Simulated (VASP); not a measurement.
Ga2Ge3O:

```
CELL_PARAMETERS angstrom
3.48840 0.00000 0.00000
0.00000 3.48840 0.00000
0.00000 0.00000 8.50366
ATOMIC_POSITIONS crystal
Ga 0.00000 0.00000 0.00948
Ga 0.50000 0.50000 0.49382
Ge 0.00000 0.00000 0.67095
Ge 0.00000 0.00000 0.32576
Ge 0.50000 0.50000 0.83418
O 0.50000 0.50000 0.16581
```

The cell was built from a structure type or drawn by symmetry, and may not be a known phase.

* Program: VASP 6.6.1
* Task: relaxation of cell and atoms
* Functional: PBE
* Potentials or basis: VASP PAW PBE potentials, release 64 (Ga_d, Ge_d, O)
* Cutoff: 600 eV
* k mesh: 6 × 6 × 2
* Occupations: gaussian, width 0.1 eV
* Spin: no spin polarisation

At the start: pressure -0.8 GPa; volume 17.25 Å³/atom.

Task: How do energy, volume and symmetry change on relaxing?

Result: Over 25 steps the energy falls by 361.0 meV/atom and the volume is 18.14 Å³/atom (+5.2 %); space group P4mm (No. 99, to 0.1 Å) before and after.

The path:
```tsv
step	energy change (eV)	largest force (eV/Å)	pressure (GPa)	volume (Å³)
1	0.0000	0.8916	-0.81	103.48
2	-0.0811	0.6176	-0.01	102.17
3	-0.1181	0.7228	1.35	100.49
4	-0.1751	0.9638	0.28	101.89
5	-0.2216	1.7596	-0.75	104.33
6	-0.2521	1.7576	-0.87	104.64
7	-0.3451	1.7644	-1.31	105.58
8	-0.5319	1.7085	-1.76	107.43
9	-0.8054	2.0084	-0.82	110.99
10	-1.0498	1.7257	-0.78	111.35
11	-1.2348	2.2016	-0.08	111.86
12	-1.1246	2.8099	3.24	112.86
13	-1.2845	2.4977	0.62	112.14
14	-1.6231	1.4455	-0.74	113.38
15	-1.7283	1.7451	-0.73	114.49
16	-1.8880	1.1901	-1.01	113.51
17	-2.0599	0.5502	-0.89	111.09
18	-2.1221	0.5453	0.70	108.52
19	-2.1277	0.5366	1.52	107.43
20	-2.1601	0.1971	0.14	108.80
21	-2.1601	0.1896	0.23	108.75
22	-2.1652	0.0927	-0.29	109.21
23	-2.1652	0.0885	-0.27	109.23
24	-2.1660	0.0479	0.06	108.74
25	-2.1660	0.0384	0.09	108.81
```

Final structure:
```
CELL_PARAMETERS angstrom
3.78063 0.00000 0.00000
0.00000 3.78063 0.00000
0.00000 0.00000 7.61281
ATOMIC_POSITIONS crystal
Ga 0.00000 0.00000 0.08523
Ga 0.50000 0.50000 0.35054
Ge 0.00000 0.00000 0.74916
Ge 0.00000 0.00000 0.42132
Ge 0.50000 0.50000 0.81752
O 0.50000 0.50000 0.07622
```

Caveat: the k points lie up to 0.41 Å⁻¹ apart in the final cell, too coarse for converged energies and pressures of a metal.
